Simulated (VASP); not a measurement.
# Ta3N (Cm) in VASP: a series of runs

Runs on Ta3N. Level: PBE. Tasks: single point.

Everything below comes from runs of VASP 6.6.1. Logs are shortened: lines on timing, memory, paths and dates and some standing lists are left out, and cuts for length are marked.

### Step 1. The cell of the first run

It takes space group Cm (No. 8, monoclinic). The conventional cell has a = 5.234 Å, b = 3.022 Å, c = 7.558 Å, α = 90.00°, β = 90.00°, γ = 90.00°. Ta (site symmetry m) has 12 Ta at 3.02 Å and 1 N at 3.38 Å within 4.0 Å. Ta (site symmetry m) has 3 N at 2.25 to 2.57 Å within 3.0 Å. Ta (site symmetry m) has 3 N at 1.85 to 2.23 Å within 2.5 Å. N (site symmetry m) has 4 Ta at 1.85 to 2.25 Å within 2.5 Å.

### Step 2. Single point, PBE

File INCAR:

```
PREC = Accurate ; ENCUT = 520
EDIFF = 1E-6 ; ISMEAR = 0
SIGMA = 0.15 ; LREAL = False
LASPH = True ; NELM = 80
ALGO = Normal ; ISIF = 2
LWAVE = False ; LCHARG = False
GGA = PE ; NBANDS = 27
```

File KPOINTS:

```
Automatic mesh
0
Gamma
  18 18 6
```

File POSCAR:

```
Ta3N
1.0
    3.0217748255      0.0000000000      0.0000000000
   -1.5108874128      2.6169337634      0.0000000000
    0.0000000000      0.0000000000      7.5575881873
Ta N
3 1
Direct
    0.1103234041      0.0551617021      0.5540151570
    0.4436567375      0.7218283687      0.2276102117
    0.7769900708      0.3884950354      0.8804201023
    0.0000000000      0.0000000000      0.0000000000
```

Potentials or basis: VASP PAW PBE potentials, release 64 (Ta_pv, N).

Started as:

```
> cat potpaw_PBE.64/Ta_pv/POTCAR potpaw_PBE.64/N/POTCAR > POTCAR
> mpirun -np 1 vasp_std > vasp.out
```

OUTCAR:

```text
PREC = Accurate
   ENCUT = 520
   EDIFF = 1E-6
   ISMEAR = 0
   LREAL = False
   LASPH = True
   NELM = 80
   ISIF = 2
   GGA = PE

 ion  position               nearest neighbor table
   1  0.110  0.055  0.554-   2 3.02   2 3.02   3 3.02   3 3.02   3 3.02   2 3.02
   2  0.444  0.722  0.228-   4 2.25   4 2.57   4 2.57   1 3.02   1 3.02   1 3.02   3 3.15   3 3.15
                             3 3.15
   3  0.777  0.388  0.880-   4 1.85   4 1.85   4 2.23   1 3.02   1 3.02   1 3.02   2 3.15   2 3.15
                             2 3.15
   4  0.000  0.000  0.000-   3 1.85   3 1.85   3 2.23   2 2.25   2 2.57   2 2.57

  LATTYP: Found a hexagonal cell.
 ALAT       =     3.0217748255
 C/A-ratio  =     2.5010428055

  Lattice vectors:

 A1 = (   3.0217748255,   0.0000000000,   0.0000000000)
 A2 = (  -1.5108874128,   2.6169337634,   0.0000000000)
 A3 = (   0.0000000000,   0.0000000000,   7.5575881873)

Analysis of symmetry for initial positions (statically):
=====================================================================
 Subroutine PRICEL returns:
 Original cell was already a primitive cell.

 Routine SETGRP: Setting up the symmetry group for a
 hexagonal supercell.

 Subroutine GETGRP returns: Found  2 space group operations
 (whereof  2 operations were pure point group operations)
 out of a pool of 24 trial point group operations.

The static configuration has the point symmetry C_1h.

Analysis of symmetry for dynamics (positions and initial velocities):
=====================================================================
 Subroutine PRICEL returns:
 Original cell was already a primitive cell.

 Routine SETGRP: Setting up the symmetry group for a
 hexagonal supercell.

 Subroutine GETGRP returns: Found  2 space group operations
 (whereof  2 operations were pure point group operations)
 out of a pool of 24 trial point group operations.

The dynamic configuration has the point symmetry C_1h.

 Subroutine INISYM returns: Found  2 space group operations
 (whereof  2 operations are pure point group operations),
 and found     1 'primitive' translations

----------------------------------------------------------------------------------------

                                     Primitive cell

  volume of cell :      59.7638

  direct lattice vectors                    reciprocal lattice vectors
     3.021774826  0.000000000  0.000000000     0.330931343  0.191063300  0.000000000
    -1.510887413  2.616933763  0.000000000     0.000000000  0.382126599  0.000000000
     0.000000000  0.000000000  7.557588187     0.000000000  0.000000000  0.132317345

  length of vectors
     3.021774826  3.021774826  7.557588187     0.382126599  0.382126599  0.132317345

  position of ions in fractional coordinates (direct lattice)
     0.110323404  0.055161702  0.554015157
     0.443656737  0.721828369  0.227610212
     0.776990071  0.388495035  0.880420102
     0.000000000  0.000000000  0.000000000

  ion indices of the primitive-cell ions
   primitive index   ion index
                 1           1
                 2           2
                 3           3
                 4           4

----------------------------------------------------------------------------------------

 KPOINTS: Automatic mesh

Automatic generation of k-mesh.
 Grid dimensions read from file:
 generate k-points for:   18   18    6

 Generating k-lattice:

  Cartesian coordinates                     Fractional coordinates (reciprocal lattice)
     0.018385075  0.010614628  0.000000000     0.055555556  0.000000000  0.000000000
     0.000000000  0.021229256  0.000000000     0.000000000  0.055555556  0.000000000
     0.000000000  0.000000000  0.022052891     0.000000000  0.000000000  0.166666667

  Length of vectors
     0.021229256  0.021229256  0.022052891

  Shift w.r.t. Gamma in fractional coordinates (k-lattice)
     0.000000000  0.000000000  0.000000000

 Subroutine IBZKPT returns following result:
 ===========================================

 Found    524 irreducible k-points:

 Following reciprocal coordinates:
            Coordinates               Weight
  0.000000  0.000000  0.000000      1.000000
  0.055556 -0.000000  0.000000      2.000000
  0.000000  0.055556  0.000000      4.000000
  0.111111 -0.000000  0.000000      2.000000
  0.000000  0.111111  0.000000      4.000000
  0.166667 -0.000000  0.000000      2.000000
[... 16 lines left out ...]
 -0.055556  0.166667  0.000000      4.000000
 -0.166667  0.111111  0.000000      4.000000
 [... further k-points ...]
   k-points           NKPTS =    524   k-points in BZ     NKDIM =    524   number of bands    NBANDS=     27
   number of dos      NEDOS =    301   number of ions     NIONS =      4
   total plane-waves  NPLWV =  32256
   dimension x,y,z NGX =    24 NGY =   24 NGZ =   56
   dimension x,y,z NGXF=    48 NGYF=   48 NGZF=  112
   ions per type =               3   1
   NGX,Y,Z   is equivalent  to a cutoff of  13.20, 13.20, 12.32 a.u.
   NGXF,Y,Z  is equivalent  to a cutoff of  26.41, 26.41, 24.64 a.u.
 SYSTEM =  unknown system
   PREC   = accura    normal or accurate (medium, high low for compatibility)
   ISTART =      0    job   : 0-new  1-cont  2-samecut
   ICHARG =      2    charge: 1-file 2-atom 10-const
   ISPIN  =      1    spin polarized calculation?
   LNONCOLLINEAR =      F non collinear calculations
   LSORBIT =      F    spin-orbit coupling
   LASPH  =      T    aspherical Exc in radial PAW
   ENCUT  =  520.0 eV  38.22 Ry    6.18 a.u.   5.62  5.62 14.05*2*pi/ulx,y,z
   NELM   =     80;   NELMIN=  2; NELMDL= -5     # of ELM steps
   EDIFF  = 0.1E-05   stopping-criterion for ELM
   LREAL  =      F    real-space projection
   EDIFFG = 0.1E-04   stopping-criterion for IOM
   NSW    =      0    number of steps for IOM
   IBRION =     -1    ionic relax: 0-MD 1-quasi-New 2-CG
   NFREE  =      0    steps in history (QN), initial steepest desc. (CG)
   ISIF   =      2    stress and relaxation
   ISYM   =      2    0-nonsym 1-usesym 2-fastsym
   POTIM  = 0.5000    time-step for ionic-motion
   TEBEG  =    0.0;   TEEND  =   0.0 temperature during run
   PSTRESS=    0.0 pullay stress
   NELECT =      38.0000    total number of electrons
   NUPDOWN=      -1.0000    fix difference up-down
   EMIN   =  10.00;   EMAX   =-10.00  energy-range for DOS
   EFERMI =   0.00;   METHOD = LEGACY
   ISMEAR =     0;   SIGMA  =   0.15  broadening in eV -4-tet -1-fermi 0-gaus
   EFERMI_NEDOS =   21; number of points for ismear=-14 and -15
   IALGO  =     38    algorithm
   IMIX   =      4    mixing-type and parameters
     AMIX     =   0.40;   BMIX     =  1.00
     AMIX_MAG =   1.60;   BMIX_MAG =  1.00
  volume/ion in A,a.u.               =      14.94       100.83
  Fermi-wavevector in a.u.,A,eV,Ry     =   1.407743  2.660248 26.963211  1.981740
  Thomas-Fermi vector in A             =   2.529971
   LORBIT       =      0    0 simple, 1 ext, 2 COOP (PROOUT), +10 PAW based schemes
   GGA     = PE    functional components
   LHFCALC =     F    Hartree Fock is set to
   AEXX    =    0.0000 exact exchange contribution
   IVDW    =     0    specifies the selected vdW correction
   LEPSILON=     F    determine dielectric tensor
   LRPA    =     F    only Hartree local field effects (RPA)
 non-spin polarized calculation
 Gauss-broadening in eV      SIGMA  =   0.15
  energy-cutoff  :      520.00
  volume of cell :       59.76
 maximum number of plane-waves:      1636
   NGX = 11   NGY = 11   NGZ = 29

 number of electron      38.0000000 magnetization

 Free energy of the ion-electron system (eV)
  ---------------------------------------------------
  ext. energy  EPLUGINS =         0.00000000
  ---------------------------------------------------
  free energy    TOTEN  =       -43.82529817 eV

  energy without entropy =      -43.78952839  energy(sigma->0) =      -43.80741328

 E-fermi :   6.5740     XC(G=0): -12.6591

 val. band max:        6.5737253079   @ k =   0.2778   0.2222   0.5000
 cond. band min:       6.5749449797   @ k =   0.2778   0.1667   0.1667
 fundamental gap:      0.0012196718
 Fermi energy:         6.5740405050

 k-point     1 :       0.0000    0.0000    0.0000
  band No.  band energies     occupation
      1     -28.5045      2.00000
      2     -28.1704      2.00000
      3     -27.9590      2.00000
      4     -27.7979      2.00000
      5     -27.7824      2.00000
      6     -27.7074      2.00000
[... 19 lines left out ...]
     26       9.5772      0.00000
     27      10.4720      0.00000

 k-point     2 :       0.0556   -0.0000    0.0000
  band No.  band energies     occupation
      1     -28.5000      2.00000
      2     -28.1682      2.00000
      3     -27.9652      2.00000
      4     -27.8184      2.00000
      5     -27.7872      2.00000
      6     -27.7333      2.00000
[... 19 lines left out ...]
     26       9.5077      0.00000
     27      10.5735      0.00000

 k-point     3 :       0.0000    0.0556    0.0000
  band No.  band energies     occupation
      1     -28.5012      2.00000
      2     -28.1668      2.00000
      3     -27.9862      2.00000
      4     -27.8104      2.00000
      5     -27.7961      2.00000
      6     -27.7159      2.00000
[... 19 lines left out ...]
     26       9.6699      0.00000
     27      10.4831      0.00000

 k-point     4 :       0.1111   -0.0000    0.0000
  band No.  band energies     occupation
      1     -28.4872      2.00000
      2     -28.1644      2.00000
      3     -27.9832      2.00000
      4     -27.8756      2.00000
      5     -27.8045      2.00000
      6     -27.8009      2.00000
[... 19 lines left out ...]
     26       9.5119      0.00000
     27      10.7039      0.00000
[... 516 lines left out ...]
      4     -27.9185      2.00000
      5     -27.8478      2.00000
      6     -27.8158      2.00000
[... 19 lines left out ...]
     26       9.6347      0.00000
     27      10.7904      0.00000

 k-point    23 :      -0.0556    0.1667    0.0000
  band No.  band energies     occupation
      1     -28.4934      2.00000
      2     -28.1583      2.00000
      3     -28.1476      2.00000
      4     -27.9138      2.00000
      5     -27.8322      2.00000
      6     -27.7398      2.00000
[... 19 lines left out ...]
     26      10.2558      0.00000
     27      10.6620      0.00000

 k-point    24 :      -0.1667    0.1111    0.0000
  band No.  band energies     occupation
      1     -28.4831      2.00000
      2     -28.1571      2.00000
      3     -28.0913      2.00000
      4     -27.9121      2.00000
      5     -27.8333      2.00000
      6     -27.7896      2.00000
[... 19 lines left out ...]
     26       9.7040      0.00000
     27      10.8858      0.00000

 [... further k-points ...]

------------------------ aborting loop because EDIFF is reached ----------------------------------------

  FORCE on cell =-STRESS in cart. coord.  units (eV):
  Direction    XX          YY          ZZ          XY          YZ          ZX
  --------------------------------------------------------------------------------------
  -------------------------------------------------------------------------------------
  Total        4.8990621      9.2644631      4.3044055     -3.7805482      0.7369303      1.2763998
  in kB      131.3365119    248.3663687    115.3946600   -101.3508290     19.7559958     34.2183653
  external PRESSURE =     165.0325135 kB  Pullay stress =       0.0000000 kB

 VOLUME and BASIS-vectors are now :
 -----------------------------------------------------------------------------
  energy-cutoff  :      520.00
  volume of cell :       59.76
      direct lattice vectors                 reciprocal lattice vectors
     3.021774826  0.000000000  0.000000000     0.330931343  0.191063300  0.000000000
    -1.510887413  2.616933763  0.000000000     0.000000000  0.382126599  0.000000000
     0.000000000  0.000000000  7.557588187     0.000000000  0.000000000  0.132317345

 POSITION                                       TOTAL-FORCE (eV/Angst)
 -----------------------------------------------------------------------------------
      0.25003      0.14435      4.18702        -0.035240     -0.020346     -0.753552
      0.25003      1.88898      1.72018        -0.414077     -0.239067     -0.737444
      1.76092      1.01667      6.65385        -2.888260     -1.667538     -4.939135
      0.00000      0.00000      0.00000         3.337577      1.926951      6.430132
 -----------------------------------------------------------------------------------
    total drift:                                0.000075      0.000043      0.000066

  FREE ENERGIE OF THE ION-ELECTRON SYSTEM (eV)
  ---------------------------------------------------
  free  energy   TOTEN  =       -43.8252981733 eV

  energy  without entropy=      -43.7895283932  energy(sigma->0) =      -43.80741328
```

It took 17 min on 1 thread of Oxide Virtual Turin-like, shared host; peak memory 0.69 GiB.

What came out:

```
Free energy            : -43.8253 eV
Pressure               : 16.5 GPa
Largest force          : 7.497 eV/Å
Band gap on the k mesh : zero (band 19 reaches 7.40 eV, above the bottom of band 20 at 6.16 eV)
```

Forces on the atoms (eV/Å):
```
Ta  -0.035 -0.020 -0.754
Ta  -0.414 -0.239 -0.737
Ta  -2.888 -1.668 -4.939
N    3.338  1.927  6.430
```

Levels at points of the mesh, in eV from the Fermi level:
```
           k point  band 17  band 18  band 19  band 20  band 21  band 22
(0.00, 0.00, 0.00)    -0.58    -0.33    -0.08     0.37     0.42     1.27
(0.50, 0.00, 0.00)    -1.23    -0.67     0.83     0.84     2.58     2.92
(0.00, 0.50, 0.00)    -1.28    -0.44    -0.02     0.57     1.03     2.76
(0.00, 0.00, 0.50)    -0.57    -0.11     0.01     0.62     0.69     0.71
(0.50, 0.00, 0.50)    -1.27    -0.62     0.28     1.11     2.74     2.81
(0.00, 0.50, 0.50)    -1.23    -0.94     0.04     0.53     1.37     2.58
```

Caveat: the cell differs from its parent crystal (all Ta atoms moved -0.500 Å, as atom 1 towards its neighbour atom 2 (Ta) at 3.021 Å); spin-orbit coupling is left out, which moves the levels of the heavy elements; forces of over 1 eV/Å act on the atoms, so gaps and moduli don't describe the material at rest.

### Step 3. Single point, PBE

File INCAR:

```
SYSTEM = Ta3N
PREC = Accurate
ENCUT = 520
EDIFF = 1E-6
ISMEAR = 0
SIGMA = 0.15
LREAL = .FALSE.
LASPH = .TRUE.
NELM = 60
ALGO = Normal
ISIF = 2
LWAVE = .FALSE.
LCHARG = .FALSE.
GGA = PE
NBANDS = 27
```

File KPOINTS:

```
Automatic mesh
0
G
  18 18 6
  0 0 0
```

File POSCAR:

```
Ta3N
1.0
    3.0217748255      0.0000000000      0.0000000000
   -1.5108874128      2.6169337634      0.0000000000
    0.0000000000      0.0000000000      7.5575881873
Ta N
3 1
Direct
   -0.0827425531     -0.0413712766      0.4594886322
    0.2505907802      0.6252953901      0.1330836869
    0.5839241136      0.2919620568      0.7858935775
    0.0000000000      0.0000000000      0.0000000000
```

Potentials or basis: VASP PAW PBE potentials, release 64 (Ta_pv, N).

Started as:

```
> cat potpaw_PBE.64/Ta_pv/POTCAR potpaw_PBE.64/N/POTCAR > POTCAR
> mpirun -np 1 vasp_std > vasp.out
```

It took 23 min on 1 thread of Oxide Virtual Turin-like, shared host; peak memory 0.69 GiB.

Results (log left out):

```
Free energy            : -44.6253 eV
Pressure               : 9.4 GPa
Largest force          : 5.400 eV/Å
Band gap on the k mesh : zero (band 19 reaches 7.42 eV, above the bottom of band 20 at 6.32 eV)
```

Forces on the atoms (eV/Å):
```
Ta   0.036  0.021  0.508
Ta   1.804  1.041  3.300
Ta   0.488  0.282  0.876
N   -2.327 -1.344 -4.684
```

Stress tensor (GPa, compression positive):
```
 7.64 -5.14  1.58
-5.14 13.57  0.91
 1.58  0.91  7.14
```

Levels at points of the mesh, in eV from the Fermi level:
| k point | band 15 | band 16 | band 17 | band 18 | band 19 | band 20 | band 21 | band 22 | band 23 | band 24 |
| --- | --- | --- | --- | --- | --- | --- | --- | --- | --- | --- |
| (0.00, 0.00, 0.00) | -3.82 | -1.56 | -0.56 | -0.36 | -0.21 | 0.35 | 0.37 | 1.37 | 1.53 | 2.28 |
| (0.50, 0.00, 0.00) | -3.72 | -3.07 | -1.20 | -0.63 | 0.81 | 0.85 | 1.62 | 3.08 | 3.92 | 4.81 |
| (0.00, 0.50, 0.00) | -3.56 | -3.03 | -1.20 | -0.47 | 0.01 | 0.73 | 0.98 | 2.93 | 3.57 | 4.69 |
| (0.00, 0.00, 0.50) | -3.95 | -1.84 | -0.68 | -0.15 | -0.09 | 0.65 | 0.65 | 0.77 | 1.26 | 1.85 |
| (0.50, 0.00, 0.50) | -3.67 | -2.82 | -1.28 | -0.76 | 0.23 | 1.17 | 1.89 | 2.69 | 4.35 | 4.39 |
| (0.00, 0.50, 0.50) | -3.50 | -2.84 | -1.27 | -1.07 | 0.12 | 0.65 | 1.34 | 2.68 | 3.39 | 4.20 |

Caveat: the cell differs from its parent crystal (all Ta atoms moved +0.375 Å, as atom 1 towards its neighbour atom 2 (Ta) at 3.021 Å); spin-orbit coupling is left out, which moves the levels of the heavy elements; forces of over 1 eV/Å act on the atoms, so gaps and moduli don't describe the material at rest.
